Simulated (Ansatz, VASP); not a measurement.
One calculation of Ag, two programs

File INCAR:

```
SYSTEM = Ag
  PREC = Accurate
  ENCUT = 520
  EDIFF = 1E-6
  ISMEAR = -1
  SIGMA = 0.05
  LREAL = .False.
  LASPH = .True.
  NELM = 100
  ALGO = Normal
  ISIF = 2
  LWAVE = .False.
  LCHARG = .False.
  GGA = PE
  NBANDS = 12
```

Contents of KPOINTS:

```
regular mesh
0
Gamma
  15 15 15
  0 0 0
```

Contents of POSCAR:

```
Ag
1.0
   -0.0306465000      2.0277767500      2.0277767500
    2.0277767500     -0.0306465000      2.0277767500
    2.0277767500      2.0277767500     -0.0306465000
Ag
1
Direct
    0.0000000000      0.0000000000      0.0000000000
```

Input for Ansatz:

```yaml
crystal:
  lattice:
    - [-0.0306465, 2.02777675, 2.02777675]
    - [2.02777675, -0.0306465, 2.02777675]
    - [2.02777675, 2.02777675, -0.0306465]
  atoms:
    - { symbol: Ag, position: [0.0, 0.0, 0.0] }
kpoints:
  mp_grid: { grid: [15, 15, 15] }
scf:
  occupations: { method: fermi_dirac, width: 0.05 }
hamiltonian:
  xc: pbe
  pseudopotentials: { kind: all_electron, lapw: { basis_error: 0.001 } }
output:
  forces: true
  stress: true
  eigenvalues: true
```

Change from the starting cell: equal xy, yz and zx shear strains of -1.5 %.

Alike in both runs: task single point; functional PBE; k mesh 15 × 15 × 15; occupations fermi-dirac, width 0.05 eV; no spin polarisation.

```csv
,VASP,Ansatz
version,VASP 6.6.1,Ansatz 0.2.0
potentials or method,"VASP PAW PBE potentials, release 64 (Ag), cutoff 520 eV","all-electron LAPW, scalar-relativistic"
```

|  | VASP | Ansatz | Ansatz less VASP |
| --- | --- | --- | --- |
| pressure (GPa) | 4.5 | 4.6 | +0.15 |
| traceless stress, the component that is largest in VASP (GPa) | 0.45 | 0.47 | +0.013 |

Ansatz ran all-electron here, and VASP with PAW potentials.
